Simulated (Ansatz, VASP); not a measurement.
## HfS2: VASP beside Ansatz

```
Hf S
1.0
     0.00000    0.00000   -5.93221
    -3.59374    6.22455    0.00000
     7.18749    0.00000    0.00000
Hf S
4 8
Direct
  0.00000 0.50000 0.50000
  0.00000 0.00000 0.50000
  0.00000 0.50000 0.00000
  0.00000 0.00000 0.00000
  0.24411 0.16667 0.33333
  0.24411 0.66667 0.33333
  0.24411 0.16667 0.83333
  0.24411 0.66667 0.83333
  0.75589 0.33333 0.16667
  0.75589 0.83333 0.16667
  0.75589 0.33333 0.66667
  0.75589 0.83333 0.66667
```

Alike in both runs: functional PBEsol; k mesh 6 × 6 × 6; occupations gaussian, width 0.02 eV; no spin polarisation.

Ansatz relaxed the structure, and its values are those at the end. VASP's run is a single point on that final structure, the one shown.

|  | VASP | Ansatz |
| --- | --- | --- |
| version | VASP 6.6.1 | Ansatz 0.2.0 |
| potentials or method | VASP PAW PBE potentials, release 64 (Hf_pv, S), cutoff 500 eV | scalar-relativistic, plane waves, PAW |
| valence electrons in the cell | 88 | 152 |

|  | VASP | Ansatz | Ansatz less VASP |
| --- | --- | --- | --- |
| gap on the k mesh at the Fermi level (eV) | 0.95 | 0.92 | -0.025 |
| least direct gap on the mesh (eV) | 1.08 | 1.06 | -0.023 |
| pressure (GPa) | -0.4 | 0.0 | +0.46 |
| rms of the force components (eV/Å) | 0.021 | 0.004 | -0.0175 |

VASP's potentials were made for PBE, not for PBEsol. With one functional, cell and mesh, what is left measures potentials, basis and numerics. VASP's potentials hold 88 valence electrons a cell and Ansatz's 152, so a difference there can come from the potentials and not from the codes.

Spin-orbit coupling is off throughout.
